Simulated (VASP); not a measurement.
# CdS (Immm) in VASP: relaxation of cell and atoms with PBE

Aim: the relaxation of cell and atoms of CdS with PBE.

Program: VASP 6.6.1. These are calculated values, not measurements. Logs are shortened: lines on timing, memory, paths and dates and some standing lists are left out, and cuts for length are marked.

### 1 The cell of the first run

The structure is orthorhombic, space group Immm (No. 71). Conventional cell: a = 3.699 Å, b = 4.153 Å, c = 6.828 Å, α = 90.00°, β = 90.00°, γ = 90.00°. Cd (site symmetry mmm) has 2 S at 2.08 Å within 2.7 Å. S (site symmetry mmm) has 2 Cd at 2.08 Å within 2.7 Å.

The cell was generated, and may not be a known phase.

### 2 Relaxation of cell and atoms, PBE

INCAR

```
SYSTEM = CdS
  PREC = Accurate
  ENCUT = 630
  EDIFF = 1E-7
  ISMEAR = 0
  SIGMA = 0.1
  LREAL = .FALSE.
  LASPH = .TRUE.
  NELM = 120
  ALGO = Normal
  ISIF = 3
  LWAVE = .FALSE.
  LCHARG = .FALSE.
  GGA = PE
  IBRION = 2
  NSW = 90
  EDIFFG = -0.04
  GGA_COMPAT = .FALSE.
  NELMIN = 4
```

KPOINTS

```
regular mesh
0
G
  6 6 6
  0 0 0
```

POSCAR

```
CdS
1.0
   -1.8496469400      2.0764155000      3.4140901000
    1.8496469400     -2.0764155000      3.4140901000
    1.8496469400      2.0764155000     -3.4140901000
Cd S
1 1
Direct
    0.0000000000      0.0000000000      0.0000000000
    0.5000000000      0.0000000000      0.5000000000
```

Potentials or basis: VASP PAW PBE potentials, release 64 (Cd_sv_GW, S).

Launch:

```
$ cat potpaw_PBE.64/Cd_sv_GW/POTCAR potpaw_PBE.64/S/POTCAR > POTCAR
$ mpirun -np 1 vasp_std > vasp.out
```

OUTCAR:

```text
SYSTEM = CdS
   PREC = Accurate
   ENCUT = 630
   EDIFF = 1E-7
   ISMEAR = 0
   LREAL = .FALSE.
   LASPH = .TRUE.
   NELM = 120
   ISIF = 3
   GGA = PE
   IBRION = 2
   NSW = 90
   EDIFFG = -0.04
   NELMIN = 4

 ion  position               nearest neighbor table
   1  0.000  0.000  0.000-   2 2.08   2 2.08
   2  0.500  0.000  0.500-   1 2.08   1 2.08

  LATTYP: Found a body centered orthorhombic cell.
 ALAT       =     3.6992938800
 B/A-ratio  =     1.1226009976
 C/A-ratio  =     1.8458063678

  Lattice vectors:

 A1 = (  -1.8496469400,   2.0764155000,   3.4140901000)
 A2 = (   1.8496469400,  -2.0764155000,   3.4140901000)
 A3 = (   1.8496469400,   2.0764155000,  -3.4140901000)

Analysis of symmetry for initial positions (statically):
=====================================================================
 Subroutine PRICEL returns:
 Original cell was already a primitive cell.

 Routine SETGRP: Setting up the symmetry group for a
 body centered orthorhombic supercell.

 Subroutine GETGRP returns: Found  8 space group operations
 (whereof  8 operations were pure point group operations)
 out of a pool of  8 trial point group operations.

The static configuration has the point symmetry D_2h.

Analysis of symmetry for dynamics (positions and initial velocities):
=====================================================================
 Subroutine PRICEL returns:
 Original cell was already a primitive cell.

 Routine SETGRP: Setting up the symmetry group for a
 body centered orthorhombic supercell.

 Subroutine GETGRP returns: Found  8 space group operations
 (whereof  8 operations were pure point group operations)
 out of a pool of  8 trial point group operations.

The dynamic configuration has the point symmetry D_2h.

 Subroutine INISYM returns: Found  8 space group operations
 (whereof  8 operations are pure point group operations),
 and found     1 'primitive' translations

----------------------------------------------------------------------------------------

                                     Primitive cell

  volume of cell :      52.4491

  direct lattice vectors                    reciprocal lattice vectors
    -1.849646940  2.076415500  3.414090100     0.000000000  0.240799589  0.146451905
     1.849646940 -2.076415500  3.414090100     0.270321859  0.000000000  0.146451905
     1.849646940  2.076415500 -3.414090100     0.270321859  0.240799589  0.000000000

  length of vectors
     4.403260876  4.403260876  4.403260876     0.281837902  0.307444415  0.362019820

  position of ions in fractional coordinates (direct lattice)
     0.000000000  0.000000000  0.000000000
     0.500000000  0.000000000  0.500000000

  ion indices of the primitive-cell ions
   primitive index   ion index
                 1           1
                 2           2

----------------------------------------------------------------------------------------

 KPOINTS: regular mesh

Automatic generation of k-mesh.
 Grid dimensions read from file:
 generate k-points for:    6    6    6

 Generating k-lattice:

  Cartesian coordinates                     Fractional coordinates (reciprocal lattice)
     0.000000000  0.040133265  0.024408651     0.166666667  0.000000000  0.000000000
     0.045053643  0.000000000  0.024408651     0.000000000  0.166666667 -0.000000000
     0.045053643  0.040133265  0.000000000     0.000000000 -0.000000000  0.166666667

  Length of vectors
     0.046972984  0.051240736  0.060336637

  Shift w.r.t. Gamma in fractional coordinates (k-lattice)
     0.000000000  0.000000000  0.000000000

 Subroutine IBZKPT returns following result:
 ===========================================

 Found     46 irreducible k-points:

 Following reciprocal coordinates:
            Coordinates               Weight
  0.000000  0.000000  0.000000      1.000000
  0.166667 -0.000000  0.000000      4.000000
  0.333333  0.000000  0.000000      4.000000
  0.500000 -0.000000  0.000000      2.000000
  0.000000  0.166667  0.000000      4.000000
  0.166667  0.166667  0.000000      8.000000
[... 16 lines left out ...]
 -0.166667  0.166667  0.166667      2.000000
  0.166667  0.333333  0.166667      4.000000
 [... further k-points ...]
   k-points           NKPTS =     46   k-points in BZ     NKDIM =     46   number of bands    NBANDS=     17
   number of dos      NEDOS =    301   number of ions     NIONS =      2
   total plane-waves  NPLWV =  46656
   dimension x,y,z NGX =    36 NGY =   36 NGZ =   36
   dimension x,y,z NGXF=    72 NGYF=   72 NGZF=   72
   ions per type =               1   1
   NGX,Y,Z   is equivalent  to a cutoff of  13.59, 13.59, 13.59 a.u.
   NGXF,Y,Z  is equivalent  to a cutoff of  27.18, 27.18, 27.18 a.u.
 SYSTEM =  CdS
   PREC   = accura    normal or accurate (medium, high low for compatibility)
   ISTART =      0    job   : 0-new  1-cont  2-samecut
   ICHARG =      2    charge: 1-file 2-atom 10-const
   ISPIN  =      1    spin polarized calculation?
   LNONCOLLINEAR =      F non collinear calculations
   LSORBIT =      F    spin-orbit coupling
   LASPH  =      T    aspherical Exc in radial PAW
   ENCUT  =  630.0 eV  46.30 Ry    6.80 a.u.   9.01  9.01  9.01*2*pi/ulx,y,z
   NELM   =    120;   NELMIN=  4; NELMDL= -5     # of ELM steps
   EDIFF  = 0.1E-06   stopping-criterion for ELM
   LREAL  =      F    real-space projection
   EDIFFG = -.4E-01   stopping-criterion for IOM
   NSW    =     90    number of steps for IOM
   IBRION =      2    ionic relax: 0-MD 1-quasi-New 2-CG
   NFREE  =      1    steps in history (QN), initial steepest desc. (CG)
   ISIF   =      3    stress and relaxation
   ISYM   =      2    0-nonsym 1-usesym 2-fastsym
   POTIM  = 0.5000    time-step for ionic-motion
   TEBEG  =    0.0;   TEEND  =   0.0 temperature during run
   PSTRESS=    0.0 pullay stress
   NELECT =      26.0000    total number of electrons
   NUPDOWN=      -1.0000    fix difference up-down
   EMIN   =  10.00;   EMAX   =-10.00  energy-range for DOS
   EFERMI =   0.00;   METHOD = LEGACY
   ISMEAR =     0;   SIGMA  =   0.10  broadening in eV -4-tet -1-fermi 0-gaus
   EFERMI_NEDOS =   21; number of points for ismear=-14 and -15
   IALGO  =     38    algorithm
   IMIX   =      4    mixing-type and parameters
     AMIX     =   0.40;   BMIX     =  1.00
     AMIX_MAG =   1.60;   BMIX_MAG =  1.00
  volume/ion in A,a.u.               =      26.22       176.97
  Fermi-wavevector in a.u.,A,eV,Ry     =   1.295647  2.448417 22.840105  1.678700
  Thomas-Fermi vector in A             =   2.427153
   LORBIT       =      0    0 simple, 1 ext, 2 COOP (PROOUT), +10 PAW based schemes
   GGA     = PE    functional components
   LHFCALC =     F    Hartree Fock is set to
   AEXX    =    0.0000 exact exchange contribution
   IVDW    =     0    specifies the selected vdW correction
   LEPSILON=     F    determine dielectric tensor
   LRPA    =     F    only Hartree local field effects (RPA)
 conjugate gradient relaxation of ions
 non-spin polarized calculation
 Gauss-broadening in eV      SIGMA  =   0.10
  energy-cutoff  :      630.00
  volume of cell :       52.45
 maximum number of plane-waves:      1918
   NGX = 19   NGY = 19   NGZ = 19

--------------------------------------- Ionic step        1  -------------------------------------------

 number of electron      25.9999998 magnetization

 Free energy of the ion-electron system (eV)
  ---------------------------------------------------
  ext. energy  EPLUGINS =         0.00000000
  ---------------------------------------------------
  free energy    TOTEN  =        -3.70675182 eV

  energy without entropy =       -3.70675175  energy(sigma->0) =       -3.70675179

------------------------ aborting loop because EDIFF is reached ----------------------------------------

  FORCE on cell =-STRESS in cart. coord.  units (eV):
  Direction    XX          YY          ZZ          XY          YZ          ZX
  --------------------------------------------------------------------------------------
  -------------------------------------------------------------------------------------
  Total        1.5119790     18.9019136     -0.5199658      0.0000000      0.0000000      0.0000000
  in kB       46.1868430    577.4020025    -15.8835383      0.0000000      0.0000000      0.0000000
  external PRESSURE =     202.5684357 kB  Pullay stress =       0.0000000 kB
[... 1544 lines left out ...]
      3     -58.3988      2.00000
      4     -58.3955      2.00000
      5      -7.3451      2.00000
      6      -3.5002      2.00000
[... 9 lines left out ...]
     16      12.4600      0.00000
     17      12.8945      0.00000

 [... further k-points ...]

[... ionic steps 4 to 26 ...]

--------------------------------------- Ionic step       27  -------------------------------------------

 number of electron      26.0000000 magnetization

------------------------ aborting loop because EDIFF is reached ----------------------------------------

  FORCE on cell =-STRESS in cart. coord.  units (eV):
  Direction    XX          YY          ZZ          XY          YZ          ZX
  --------------------------------------------------------------------------------------
  -------------------------------------------------------------------------------------
  Total        0.1432899      0.3376758      0.1192998      0.0000000      0.0000000      0.0000000
  in kB        5.6299218     13.2674237      4.6873390      0.0000000      0.0000000      0.0000000
  external PRESSURE =       7.8615615 kB  Pullay stress =       0.0000000 kB
[... 57 lines left out ...]
  energy  without entropy=       -5.8932299798  energy(sigma->0) =       -5.89356977

--------------------------------------- Ionic step       29  -------------------------------------------

 number of electron      26.0000001 magnetization

 Free energy of the ion-electron system (eV)
  ---------------------------------------------------
  ext. energy  EPLUGINS =         0.00000000
  ---------------------------------------------------
  free energy    TOTEN  =        -5.89412679 eV

  energy without entropy =       -5.89348275  energy(sigma->0) =       -5.89380477

 E-fermi :   4.8617     XC(G=0): -10.5036

 val. band max:        4.7516234535   @ k =   0.5000  -0.0000   0.0000
 cond. band min:       4.9255580386   @ k =   0.5000   0.5000   0.5000
 fundamental gap:      0.1739345851
 Fermi energy:         4.8616804776

 k-point     1 :       0.0000    0.0000    0.0000
  band No.  band energies     occupation
      1     -96.8826      2.00000
      2     -57.9623      2.00000
      3     -57.9542      2.00000
      4     -57.9476      2.00000
      5      -8.0379      2.00000
      6      -2.9055      2.00000
[... 500 lines left out ...]
  FREE ENERGIE OF THE ION-ELECTRON SYSTEM (eV)
  ---------------------------------------------------
  free  energy   TOTEN  =        -5.8941267934 eV

  energy  without entropy=       -5.8934827473  energy(sigma->0) =       -5.89380477

 reached required accuracy - stopping structural energy minimisation
```

It took 18 min on 1 thread of Intel Xeon Platinum 8259CL at 2.50GHz (Skylake/Cascade Lake), shared host; peak memory 0.29 GiB.

What came out:

```yaml
Free_energy: -5.8941 eV
Relaxed_volume: 20.59 Å³/atom
Relaxed_cell: a = 3.868 Å, b = 3.868 Å, c = 3.868 Å, α = 119.98°, β = 90.79°, γ = 119.12°
Space_group_after_relaxing_to_0.1_Å: I4/mmm (No. 139)
Pressure_after_relaxing: -0.1 GPa
Band_gap_on_the_k_mesh: 0.17 eV (least direct gap 1.56 eV)
```

Final structure:
```cif
data_structure
_symmetry_space_group_name_H-M 'P 1'
_symmetry_Int_Tables_number 1
_cell_length_a 3.8679
_cell_length_b 3.8679
_cell_length_c 3.8679
_cell_angle_alpha 119.976
_cell_angle_beta 90.785
_cell_angle_gamma 119.121
_cell_volume 41.19
loop_
_atom_site_label
_atom_site_type_symbol
_atom_site_fract_x
_atom_site_fract_y
_atom_site_fract_z
_atom_site_occupancy
Cd1 Cd 0.00000 0.00000 0.00000 1
S1 S 0.50000 0.00000 0.50000 1
```

Caveat: the volume moved by over 15 % at a fixed basis, so the end points are rough; semilocal functionals underestimate gaps, and a narrow one can read as zero.
